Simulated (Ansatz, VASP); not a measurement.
Two plane-wave programs on Lu

```
Lu
1.0
     0.00000    2.47619    2.47619
     2.47619    0.00000    2.47619
     2.47619    2.47619    0.00000
Lu
1
Direct
  0.00000 0.00000 0.00000
```

Alike in both runs: task single point; functional r2SCAN; k mesh 13 × 13 × 13; occupations fermi-dirac, width 0.1 eV; no spin polarisation.

|  | VASP | Ansatz |
| --- | --- | --- |
| version | VASP 6.6.1 | Ansatz 0.2.0 |
| potentials or method | VASP PAW PBE potentials, release 64 (Lu), cutoff 660 eV | plane waves (500 eV) with PAW, scalar-relativistic |
| valence electrons in the cell | 25 | 25 |

Ansatz gave:

```
pressure (GPa) : -1.6
```

Task: What did VASP give for the same quantities?

Result: Pressure (GPa): -1.2.

VASP's potentials were made for PBE, not for r2SCAN. The functional is the same, so the differences come from potentials, cutoffs and numerics.

Spin-orbit coupling is off throughout.
